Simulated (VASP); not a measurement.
A run of VASP 6.6.1:

INCAR

```
ALGO = Normal
EDIFF = 1E-6
ENCUT = 520
GGA = PE
ISIF = 2
ISMEAR = 0
LASPH = T
LCHARG = F
LREAL = F
LWAVE = F
NBANDS = 28
NELM = 60
PREC = Accurate
SIGMA = 0.01
```

The input KPOINTS:

```
k-points
0
Gamma
  4 4 4
```

File POSCAR:

```
Ba3SbP
1.0
    6.0305563720      0.0000000000      0.0000000000
    0.0000000000      6.0305563720      0.0000000000
    0.0000000000      0.0000000000      6.0305563720
Ba Sb P
3 1 1
Direct
    0.0000000000      0.5000000000      0.5000000000
    0.5000000000      0.0000000000      0.5000000000
    0.5000000000      0.5000000000      0.0000000000
    0.0000000000      0.0000000000      0.0000000000
    0.5000000000      0.5000000000      0.5000000000
```

Potentials or basis: VASP PAW PBE potentials, release 64 (Ba_sv, Sb, P).

The run is started by

```bash
$ cat potpaw_PBE.64/Ba_sv/POTCAR potpaw_PBE.64/Sb/POTCAR potpaw_PBE.64/P/POTCAR > POTCAR
$ mpirun -np 1 vasp_std > vasp.out
```

Hardware: 1 thread of Intel Xeon 8259CL, on a shared host.

**Question.** How long does it take, and how much memory?

**Answer.** Run time: 120 s on 1 thread of Intel Xeon 8259CL, on a shared host, peak memory 0.35 GiB. Counts: scf iterations 15, k points 10.
